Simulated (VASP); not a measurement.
Set up this calculation in VASP 6.6.1, as the native input.

```yaml
Task: relaxation of cell and atoms
Functional: PBE
Potentials_or_basis: VASP PAW PBE potentials, release 64 (Ru_pv)
Cutoff: 600 eV
k_mesh: 18 × 18 × 18
Occupations: fermi-dirac, width 0.08 eV
Spin: no spin polarisation
Target_pressure: 93 GPa
Dipole_correction: no
Further_INCAR_settings: ALGO = Normal; EDIFF = 1e-06; IBRION = 2; EDIFFG = -0.005; NSW = 32; ISIF = 3
```

The structure of Ru lies in POSCAR:

```
Ru
1.0
   -2.2326340069      2.2326340069      1.2282534994
    2.2326340069     -2.2326340069      1.2282534994
    2.2326340069      2.2326340069     -1.2282534994
Ru
2
Direct
   -0.3750000000     -0.1250000000     -0.2500000000
    0.3750000000      0.1250000000      0.2500000000
```

These files were run (other wordings do the same):

INCAR

```
SYSTEM = Ru
PREC = Accurate
ENCUT = 600
EDIFF = 1E-6
ISMEAR = -1
SIGMA = 0.08
LREAL = .False.
LASPH = .True.
NELM = 60
ALGO = Normal
ISIF = 3
LWAVE = .False.
LCHARG = .False.
GGA = PE
IBRION = 2
NSW = 32
EDIFFG = -0.005
PSTRESS = 930.0
```

KPOINTS

```
regular mesh
0
Gamma
  18 18 18
  0 0 0
```

Potentials or basis: VASP PAW PBE potentials, release 64 (Ru_pv).

Command:

```console
$ cat potpaw_PBE.64/Ru_pv/POTCAR > POTCAR
$ mpirun -np 1 vasp_std > vasp.out
```

It gave:

- Relaxed volume: 12.26 Å³/atom
- Relaxed cell: a = 3.391 Å, b = 3.391 Å, c = 3.391 Å, α = 97.53°, β = 97.53°, γ = 137.56°
- Space group after relaxing (to 0.1 Å): I4_1/amd (No. 141)
- Energy change on relaxing (the run minimises the enthalpy): -10.5 meV/atom
- Ionic steps: 8
- Pressure after relaxing: 92.9 GPa
- Band gap on the k mesh: zero (bands 14 and 15 overlap by 2.12 eV)

Caveat: the cell is relaxed towards a set pressure, so the run minimises the enthalpy, not the energy.

It took 17 min on 1 thread of Intel(R) Xeon(R) Platinum 8259CL CPU @ 2.50GHz (Skylake/Cascade Lake) (shared host), peak memory 0.34 GiB.
